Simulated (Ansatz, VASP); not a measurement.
One calculation of TaN, two programs

```
CELL_PARAMETERS angstrom
3.15047 0.00000 0.00000
-1.57523 2.72839 0.00000
0.00000 0.00000 6.10461
ATOMIC_POSITIONS crystal
Ta 0.33333 0.66667 0.02815
Ta 0.66667 0.33333 0.52815
N 0.33333 0.66667 0.35185
N 0.66667 0.33333 0.85185
```

Alike in both runs: functional PBE; k mesh 6 × 6 × 4; occupations gaussian, width 0.1 eV; no spin polarisation.

Ansatz relaxed the structure, and its values are those at the end. VASP's run is a single point on that final structure, the one shown.

|  | VASP | Ansatz |
| --- | --- | --- |
| version | VASP 6.6.1 | Ansatz 0.2.0 |
| potentials or method | VASP PAW PBE potentials, release 64 (Ta_pv, N), cutoff 600 eV | scalar-relativistic, plane waves, PAW |
| valence electrons in the cell | 32 | 36 |

Ansatz gave:

```
gap on the k mesh at the Fermi level (eV) : none
pressure (GPa)                            : 0.1
rms of the force components (eV/Å)        : 0.004
```

Which values does VASP return?

gap on the k mesh at the Fermi level (eV): none; pressure (GPa): 0.5; rms of the force components (eV/Å): 0.014.

A gap of «none» marks a metal or a gap that the smearing closes. The functional is the same, so the differences come from potentials, cutoffs and numerics. VASP's potentials hold 32 valence electrons a cell and Ansatz's 36, so a difference there can come from the potentials and not from the codes.

The k mesh is coarse, so the values compare programs but aren't converged. Neither program's run includes spin-orbit coupling.
